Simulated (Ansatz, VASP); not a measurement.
# CsBr in VASP and in Ansatz

```
Cs Br
1.0
     4.38650    0.00000    0.00000
     0.00000    4.38650    0.00000
     0.00000    0.00000    4.38650
Cs Br
1 1
Direct
  0.00000 0.00000 0.00000
  0.50000 0.50000 0.50000
```

Alike in both runs: functional PBE; k mesh 6 × 6 × 6; occupations gaussian, width 0.02 eV; no spin polarisation.

Ansatz relaxed the structure, and its values are those at the end. VASP's run is a single point on that final structure, the one shown.

|  | VASP | Ansatz |
| --- | --- | --- |
| version | VASP 6.6.1 | Ansatz 0.2.0 |
| potentials or method | VASP PAW PBE potentials, release 64 (Cs_sv, Br), cutoff 520 eV | scalar-relativistic, plane waves, PAW |
| valence electrons in the cell | 16 | 16 |

```csv
,VASP,Ansatz,Ansatz less VASP
gap on the k mesh at the Fermi level (eV),4.25,4.26,+0.011
least direct gap on the mesh (eV),4.27,4.28,+0.008
pressure (GPa),0.1,0.0,-0.04
```

The functional is the same, so the differences come from potentials, cutoffs and numerics.

Spin-orbit coupling is off throughout.
